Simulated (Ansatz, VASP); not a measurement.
Two plane-wave programs on NaH

The input INCAR:

```
PREC = Accurate
ENCUT = 520
EDIFF = 1E-6
ISMEAR = -1
SIGMA = 0.02
LREAL = F
LASPH = T
NELM = 60
ALGO = Normal
ISIF = 2
LWAVE = F
LCHARG = F
GGA = PE
NBANDS = 11
```

File KPOINTS:

```
regular mesh
0
Gamma
  10 10 10
```

File POSCAR:

```
NaH
1.0
    0.0000000000      2.3975122873      2.3975122873
    2.3975122873      0.0000000000      2.3975122873
    2.3975122873      2.3975122873      0.0000000000
Na H
1 1
Direct
    0.0000000000      0.0000000000      0.0000000000
    0.5000000000      0.5000000000      0.5000000000
```

Input for Ansatz:

```yaml
crystal:
  lattice:
    - [0.0, 2.3975122873, 2.3975122873]
    - [2.3975122873, 0.0, 2.3975122873]
    - [2.3975122873, 2.3975122873, 0.0]
  atoms:
    - { symbol: Na, position: [0.0, 0.0, 0.0] }
    - { symbol: H, position: [0.5, 0.5, 0.5] }
kpoints:
  mp_grid: { grid: [10, 10, 10] }
  band_path:
    path:
      - [0.0, 0.0, 0.0]
      - [0.5, 0.0, 0.5]
      - [0.625, 0.25, 0.625]
      - [0.375, 0.375, 0.75]
      - [0.5, 0.5, 0.5]
      - [0.5, 0.25, 0.75]
      - [0.25, -0.5, -0.25]
      - [0.0, 0.0, 0.5]
    npoints: 1
hamiltonian:
  xc: pbe
scf:
  occupations: { method: fermi_dirac, width: 0.02 }
  n_extra_bands: 4
output:
  forces: true
  stress: true
  eigenvalues: true
```

Alike in both runs: task single point; functional PBE; k mesh 10 × 10 × 10; occupations fermi-dirac, width 0.02 eV; no spin polarisation.

|  | VASP | Ansatz |
| --- | --- | --- |
| version | VASP 6.6.1 | Ansatz 0.2.0 |
| potentials or method | VASP PAW PBE potentials, release 64 (Na_pv, H) | plane waves, PAW |
| plane-wave cutoff (eV) | 520 | 420 |
| valence electrons in the cell | 8 | 10 |

```csv
,VASP,Ansatz,Ansatz less VASP
gap on the k mesh at the Fermi level (eV),3.82,3.82,+0.002
pressure (GPa),0.5,0.6,+0.03
```

The functional is the same, so the differences come from potentials, cutoffs and numerics. VASP's potentials hold 8 valence electrons a cell and Ansatz's 10, so a difference there can come from the potentials and not from the codes.
